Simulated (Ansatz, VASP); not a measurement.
**MnO: VASP beside Ansatz**

```xyz
4
Lattice="0.0000 2.2220 2.2220 2.2220 0.0000 2.2220 4.4440 4.4440 0.0000" Properties=species:S:1:pos:R:3 pbc="T T T"
Mn    0.0000    0.0000    0.0000
Mn    2.2220    2.2220    0.0000
O     2.2220    2.2220    2.2220
O     4.4440    4.4440    2.2220
```

Alike in both runs: task single point; functional r2SCAN; k mesh 7 × 7 × 7; occupations gaussian, width 0.05 eV; collinear spin; Hubbard terms Mn d U = 1.0 eV.

```csv
,VASP,Ansatz
version,VASP 6.6.1,Ansatz 0.2.0
potentials or method,"VASP PAW PBE potentials, release 64 (Mn_pv, O), cutoff 660 eV","scalar-relativistic, plane waves, PAW"
valence electrons in the cell,38,42
```

VASP gave:

- gap on the k mesh at the Fermi level (eV): 0.18
- least direct gap on the mesh (eV): 0.18
- pressure (GPa): 1.3
- net moment per atom (μB): 2.50
- size of the moment on the site where the two differ most (μB): 4.58

Problem. Which values does Ansatz return?

Solution. gap on the k mesh at the Fermi level (eV): 0.17; least direct gap on the mesh (eV): 0.17; pressure (GPa): 1.9; net moment per atom (μB): 2.50; size of the moment on the site where the two differ most (μB): 4.28.

VASP's potentials were made for PBE, not for r2SCAN. Site moments also hang on the region over which each program counts them. The programs project onto different local orbitals, so the same U acts differently, and such runs can settle in different states. VASP's potentials hold 38 valence electrons a cell and Ansatz's 42, so a difference there can come from the potentials and not from the codes. Ansatz's warnings: stability check not made.
